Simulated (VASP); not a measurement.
# Zn2S (P4/nmm) in VASP: notebook, part 2 of 2

VASP 6.6.1. Earlier steps stand in the parts before.

## (3) Single point, PBE

This run uses another cell than the first one, of 18.65 Å³/atom, 1.215 times its volume.

INCAR reads:

```
PREC = Accurate ; ENCUT = 520
EDIFF = 1E-7 ; ISMEAR = 0
SIGMA = 0.1 ; LREAL = False
LASPH = True ; NELM = 80
ALGO = Normal ; ISIF = 2
LWAVE = False ; LCHARG = False
GGA = PE ; NBANDS = 39
```

KPOINTS reads:

```
Automatic mesh
0
Gamma
  4 4 4
```

POSCAR reads:

```
Zn2S
1.0
    3.5749118935      0.0000000000      0.0000000000
    0.0000000000      3.5749118935      0.0000000000
    0.0000000000      0.0000000000      8.7555934773
Zn S
4 2
Direct
    0.0000000000      0.0000000000      0.0000000000
    0.5000000000      0.5000000000      0.0000000000
    0.5000000000      0.0000000000      0.3815120266
    0.0000000000      0.5000000000      0.6184879734
    0.5000000000      0.0000000000      0.6637924214
    0.0000000000      0.5000000000      0.3362075786
```

Potentials or basis: VASP PAW PBE potentials, release 64 (Zn, S).

Launch:

```
cat potpaw_PBE.64/Zn/POTCAR potpaw_PBE.64/S/POTCAR > POTCAR
mpirun -np 1 vasp_std > vasp.out
```

OUTCAR:

```text
PREC = Accurate
   ENCUT = 520
   EDIFF = 1E-7
   ISMEAR = 0
   LREAL = False
   LASPH = True
   NELM = 80
   ISIF = 2
   GGA = PE

 ion  position               nearest neighbor table
   1  0.000  0.000  0.000-   2 2.53   2 2.53   2 2.53   2 2.53
   2  0.500  0.500  0.000-   1 2.53   1 2.53   1 2.53   1 2.53
   3  0.500  0.000  0.382-   5 2.47   6 2.56   6 2.56   6 2.56   6 2.56
   4  0.000  0.500  0.618-   6 2.47   5 2.56   5 2.56   5 2.56   5 2.56
   5  0.500  0.000  0.664-   3 2.47   4 2.56   4 2.56   4 2.56   4 2.56
   6  0.000  0.500  0.336-   4 2.47   3 2.56   3 2.56   3 2.56   3 2.56

  LATTYP: Found a simple tetragonal cell.
[... 955 lines left out ...]
  -------------------------------------------------------------------------------------
  Total        0.1093159      0.1093159      0.0456699      0.0000000      0.0000000      0.0000000
  in kB        1.5652281      1.5652281      0.6539191      0.0000000      0.0000000      0.0000000
  external PRESSURE =       1.2614585 kB  Pullay stress =       0.0000000 kB

 VOLUME and BASIS-vectors are now :
 -----------------------------------------------------------------------------
  energy-cutoff  :      520.00
  volume of cell :      111.90
      direct lattice vectors                 reciprocal lattice vectors
     3.574911893  0.000000000  0.000000000     0.279727174  0.000000000  0.000000000
     0.000000000  3.574911893  0.000000000     0.000000000  0.279727174  0.000000000
     0.000000000  0.000000000  8.755593477     0.000000000  0.000000000  0.114212703

 POSITION                                       TOTAL-FORCE (eV/Angst)
 -----------------------------------------------------------------------------------
      0.00000      0.00000      0.00000         0.000000      0.000000      0.000000
      1.78746      1.78746      0.00000         0.000000     -0.000000      0.000000
      1.78746      0.00000      3.34036         0.000000      0.000000      0.000192
      0.00000      1.78746      5.41523        -0.000000      0.000000     -0.000192
      1.78746      0.00000      5.81190         0.000000      0.000000      0.018610
      0.00000      1.78746      2.94370         0.000000      0.000000     -0.018610
 -----------------------------------------------------------------------------------
    total drift:                                0.000000      0.000000      0.000000

  FREE ENERGIE OF THE ION-ELECTRON SYSTEM (eV)
  ---------------------------------------------------
  free  energy   TOTEN  =       -13.4408256173 eV

  energy  without entropy=      -13.4354383346  energy(sigma->0) =      -13.43813198
```

OSZICAR:

```text
N       E                     dE             d eps       ncg     rms          rms(c)
DAV:   1     0.437497172120E+03    0.43750E+03   -0.28151E+04  1404   0.202E+03
DAV:   2     0.336098846147E+02   -0.40389E+03   -0.38775E+03  1404   0.429E+02
DAV:   3    -0.129015079089E+02   -0.46511E+02   -0.45367E+02  1601   0.136E+02
DAV:   4    -0.145877389879E+02   -0.16862E+01   -0.16816E+01  1558   0.250E+01
DAV:   5    -0.146148177462E+02   -0.27079E-01   -0.27074E-01  1635   0.297E+00    0.109E+01
DAV:   6    -0.134593287656E+02    0.11555E+01   -0.26577E+00  1920   0.291E+01    0.802E+00
DAV:   7    -0.134543906564E+02    0.49381E-02   -0.14878E+00  1621   0.648E+00    0.283E+00
DAV:   8    -0.134413973864E+02    0.12993E-01   -0.10408E-01  1620   0.252E+00    0.817E-01
DAV:   9    -0.134405960277E+02    0.80136E-03   -0.14818E-02  1723   0.134E+00    0.238E-01
DAV:  10    -0.134407496707E+02   -0.15364E-03   -0.14821E-03  1633   0.447E-01    0.135E-01
DAV:  11    -0.134408180723E+02   -0.68402E-04   -0.15608E-04  1902   0.279E-01    0.390E-02
DAV:  12    -0.134408256661E+02   -0.75938E-05   -0.58511E-05  1574   0.908E-02    0.105E-02
DAV:  13    -0.134408249928E+02    0.67336E-06   -0.76197E-06  1909   0.342E-02    0.778E-03
DAV:  14    -0.134408256612E+02   -0.66841E-06   -0.39392E-06  1544   0.184E-02    0.306E-03
DAV:  15    -0.134408256173E+02    0.43829E-07   -0.14928E-07   919   0.608E-03
   1 F= -.13440826E+02 E0= -.13438132E+02  d E =-.538728E-02
```

stdout:

```text
POSCAR found type information on POSCAR ZnS
 POSCAR found :  2 types and       6 ions
 scaLAPACK will be used
 LDA part: xc-table for (Slater+PW92), standard interpolation
 POSCAR, INCAR and KPOINTS ok, starting setup
 FFT: planning ... GRIDC
 FFT: planning ... GRID_SOFT
 FFT: planning ... GRID
 WAVECAR not read
 entering main loop
```

Run time: 38 s. Hardware: 1 thread of Intel Xeon 6975P-C (Granite Rapids), shared host; peak memory 0.23 GiB.

What came out:

```yaml
Free_energy: -13.4408 eV
Pressure: 0.1 GPa
Largest_force: 0.019 eV/Å
Band_gap_on_the_k_mesh: zero (band 30 reaches 3.63 eV, above the bottom of band 31 at 2.49 eV)
```

Forces on the atoms (eV/Å):
```
Zn   0.000  0.000  0.000
Zn   0.000  0.000  0.000
Zn   0.000  0.000  0.000
Zn   0.000  0.000  0.000
S    0.000  0.000  0.019
S    0.000  0.000 -0.019
```

Caveat: the k points lie up to 0.44 Å⁻¹ apart.

## (4) Single point, PBE

This run uses another cell than the first one, of 18.06 Å³/atom, 1.176 times its volume.

INCAR reads:

```
ALGO = Normal
EDIFF = 1E-7
ENCUT = 520
GGA = PE
ISIF = 2
ISMEAR = 0
LASPH = True
LCHARG = False
LREAL = False
LWAVE = False
NBANDS = 39
NELM = 100
PREC = Accurate
SIGMA = 0.1
```

KPOINTS reads:

```
k-points
0
Gamma
  6 6 2
```

POSCAR reads:

```
Zn2S
1.0
    3.5607650960      0.0000000000      0.0000000000
    0.0000000000      3.5607650960      0.0000000000
    0.0000000000      0.0000000000      8.5452486628
Zn S
4 2
Direct
    0.0000000000      0.0000000000      0.0000000000
    0.5000000000      0.5000000000      0.0000000000
    0.5000000000      0.0000000000      0.3730593590
    0.0000000000      0.5000000000      0.6269406410
    0.5000000000      0.0000000000      0.6633562239
    0.0000000000      0.5000000000      0.3366437761
```

Launch:

```
cat potpaw_PBE.64/Zn/POTCAR potpaw_PBE.64/S/POTCAR > POTCAR
mpirun -np 1 vasp_std > vasp.out
```

Run time: 64 s. Hardware: 1 thread of Intel Xeon 6975P-C (Granite Rapids), shared host; peak memory 0.24 GiB.

Results (log left out):

| Item | Value |
| --- | --- |
| Free energy | -13.7262 eV |
| Pressure | 0.2 GPa |
| Largest force | 0.007 eV/Å |
| Band gap on the k mesh | zero (band 30 reaches 4.71 eV, above the bottom of band 31 at 2.83 eV) |

Forces on the atoms (eV/Å):
```
Zn   0.000  0.000  0.000
Zn   0.000  0.000  0.000
Zn   0.000  0.000 -0.001
Zn   0.000  0.000  0.001
S    0.000  0.000  0.007
S    0.000  0.000 -0.007
```

Levels at points of the mesh, in eV from the Fermi level:
| k point | band 28 | band 29 | band 30 | band 31 | band 32 | band 33 |
| --- | --- | --- | --- | --- | --- | --- |
| (0.00, 0.00, 0.00) | -2.01 | -2.01 | 0.14 | 0.79 | 1.45 | 3.48 |
| (0.50, 0.00, 0.00) | -1.84 | -1.08 | -1.08 | 1.83 | 1.83 | 4.13 |
| (0.50, 0.50, 0.00) | -3.62 | -1.94 | -1.94 | -0.57 | -0.57 | 0.73 |
| (0.00, 0.00, 0.50) | -2.05 | -1.95 | -0.72 | 0.25 | 3.11 | 3.54 |
| (0.50, 0.00, 0.50) | -2.86 | -1.08 | -1.08 | 3.34 | 3.34 | 3.66 |
| (0.50, 0.50, 0.50) | -3.78 | -0.97 | -0.97 | -0.46 | -0.46 | -0.38 |

Caveat: the k points lie up to 0.37 Å⁻¹ apart.

## (5) The runs side by side

| cell | k mesh | gap on the mesh (eV) | pressure (GPa) | largest force (eV/Å) |
| --- | --- | --- | --- | --- |
| a = 3.954, b = 3.954, c = 5.894 Å, 6 atoms | 4 × 4 × 4 | none | 12.8 | 2.07 |
| a = 3.575, b = 3.575, c = 8.756 Å, 6 atoms | 4 × 4 × 4 | none | 0.1 | 0.02 |
| a = 3.561, b = 3.561, c = 8.545 Å, 6 atoms | 6 × 6 × 2 | none | 0.2 | 0.01 |

Alike in all rows: task single point; level PBE; potentials or basis VASP PAW PBE potentials, release 64 (Zn, S); no spin polarisation; cutoff (eV) 520; smearing gaussian 0.1 eV.

Caveats: all runs use coarse meshes; forces of over 1 eV/Å act on the atoms, so gaps and moduli don't describe the material at rest (some runs).

Absolute energies hang on the potentials; compare differences alone.
